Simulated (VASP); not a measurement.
Write the native input for VASP 6.6.1 that does the following.

* Task: relaxation of cell and atoms
* Functional: PBE
* Potentials or basis: VASP PAW PBE potentials, release 64 (Ag_sv_GW)
* Cutoff: 630 eV
* k mesh: 15 × 15 × 15
* Occupations: fermi-dirac, width 0.05 eV
* Spin: no spin polarisation
* Target pressure: 390 GPa
* Dipole correction: no
* Further INCAR settings: ALGO = Normal; EDIFF = 1e-07; IBRION = 2; EDIFFG = -0.005; NSW = 60; ISIF = 3

The structure of Ag lies in POSCAR:

```
Ag
1.0
    0.0000000000      2.1331374130      2.1331374130
    2.1331374130      0.0000000000      2.1331374130
    2.1331374130      2.1331374130      0.0000000000
Ag
2
Direct
   -0.1250000000     -0.1250000000     -0.1250000000
    0.1250000000      0.1250000000      0.1250000000
```

This isn't the form of Ag at room conditions, which is fcc.

The input as run:

INCAR

```
SYSTEM = Ag
  PREC = Accurate
  ENCUT = 630
  EDIFF = 1E-7
  ISMEAR = -1
  SIGMA = 0.05
  LREAL = .False.
  LASPH = .True.
  NELM = 120
  ALGO = Normal
  ISIF = 3
  LWAVE = .False.
  LCHARG = .False.
  GGA = PE
  IBRION = 2
  NSW = 60
  EDIFFG = -0.005
  PSTRESS = 3900.0
  GGA_COMPAT = .False.
  NELMIN = 4
```

KPOINTS

```
Automatic mesh
0
Gamma
  15 15 15
  0 0 0
```

Potentials or basis: VASP PAW PBE potentials, release 64 (Ag_sv_GW).

Command:

```bash
$ cat potpaw_PBE.64/Ag_sv_GW/POTCAR > POTCAR
$ mpirun -np 1 vasp_std > vasp.out
```

Results of the run:

- Relaxed volume: 11.53 Å³/atom
- Relaxed cell: a = 3.195 Å, b = 3.195 Å, c = 3.195 Å, α = 60.00°, β = 60.00°, γ = 60.00°
- Space group after relaxing (to 0.1 Å): Fd-3m (No. 227)
- Energy change on relaxing (the run minimises the enthalpy): -6060.3 meV/atom
- Ionic steps: 10
- Pressure after relaxing: 390.0 GPa
- Band gap on the k mesh: zero (bands 19 and 20 overlap by 0.80 eV)

Caveat: the cell is relaxed towards a set pressure, so the run minimises the enthalpy, not the energy; the volume moved by over 15 % at a fixed basis, so the end points are rough; atoms lie so close that the PAW spheres overlap strongly, which falsifies energies and pressures.

Wall time 6 min on 1 thread of Intel(R) Xeon(R) 6975P-C (Granite Rapids) (shared host), peak memory 0.23 GiB.
